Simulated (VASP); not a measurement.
Wanted: the native input for a VASP 6.6.1 run.

| Quantity | Value |
| --- | --- |
| Task | single point |
| Functional | PBEsol |
| Potentials or basis | VASP PAW PBE potentials, release 64 (Sb_d_GW) |
| Cutoff | 500 eV |
| k mesh | 6 × 6 × 6 |
| Occupations | fermi-dirac, width 0.05 eV |
| Spin | no spin polarisation |
| Dipole correction | no |
| Further INCAR settings | ALGO = Normal; EDIFF = 1e-06; NBANDS = 22 |

The structure of Sb lies in POSCAR:

```
Sb
1.0
    2.1597809450      1.2469501100      3.7374362679
   -2.1597809450      1.2469501100      3.7374362679
    0.0000000000     -2.4939002199      3.7374362679
Sb
2
Direct
    0.2336626070      0.2336626070      0.2336626070
    0.7663373930      0.7663373930      0.7663373930
```

The input as run:

INCAR

```
PREC = Accurate
ENCUT = 500
EDIFF = 1E-6
ISMEAR = -1
SIGMA = 0.05
LREAL = F
LASPH = T
NELM = 120
ALGO = Normal
ISIF = 2
LWAVE = F
LCHARG = F
GGA = PS
NBANDS = 22
GGA_COMPAT = F
```

KPOINTS

```
Automatic mesh
0
Gamma
  6 6 6
```

Potentials or basis: VASP PAW PBE potentials, release 64 (Sb_d_GW).

The run is started by

```bash
$ cat potpaw_PBE.64/Sb_d_GW/POTCAR > POTCAR
$ mpirun -np 1 vasp_std > vasp.out
```

Results of the run:

```json
{"Pressure": "-0.1 GPa", "Largest force": "0.004 eV/Å", "Band gap on the k mesh": "zero (bands 15 and 16 overlap by 0.27 eV)"}
```

Caveat: the PAW data sets were made with another functional, which shifts forces and pressure a little; spin-orbit coupling is left out, which moves the levels of the heavy elements.

Wall time 51 s on 1 thread of Intel(R) Xeon(R) Platinum 8488C (Sapphire Rapids), with other jobs on the host, peak memory 0.23 GiB.
